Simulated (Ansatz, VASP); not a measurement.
# BaTiO3 in VASP and in Ansatz

```
Ba Ti O
1.0
     2.86457    1.65386    2.34890
    -2.86457    1.65386    2.34890
     0.00000   -3.30772    2.34890
Ba Ti O
1 1 3
Direct
  0.00000 0.00000 0.00000
  0.48450 0.48450 0.48450
  0.50860 0.01750 0.50860
  0.01750 0.50860 0.50860
  0.50860 0.50860 0.01750
```

Change from the starting cell: volume scaled by 1.04.

Alike in both runs: task single point; functional PBEsol; k mesh 7 × 7 × 7; occupations fermi-dirac, width 0.05 eV; no spin polarisation.

|  | VASP | Ansatz |
| --- | --- | --- |
| version | VASP 6.6.1 | Ansatz 0.2.0 |
| potentials or method | VASP PAW PBE potentials, release 64 (Ba_sv, Ti_sv, O), cutoff 520 eV | all-electron LAPW, scalar-relativistic |

Ansatz gave:

| Item | Value |
| --- | --- |
| gap on the k mesh at the Fermi level (eV) | 2.34 |
| least direct gap on the mesh (eV) | 2.68 |
| pressure (GPa) | -7.3 |
| traceless stress, the component that is largest in VASP (GPa) | 0.20 |
| rms of the force components (eV/Å) | 0.144 |

Q: What did VASP give for the same quantities?

A: gap on the k mesh at the Fermi level (eV): 2.30; least direct gap on the mesh (eV): 2.67; pressure (GPa): -5.7; traceless stress, the component that is largest in VASP (GPa): 0.16; rms of the force components (eV/Å): 0.118.

VASP's potentials were made for PBE, not for PBEsol. Atom by atom the forces differ by 0.026 eV/Å (rms over components). Ansatz ran all-electron here, and VASP with PAW potentials.

Spin-orbit coupling is off throughout.
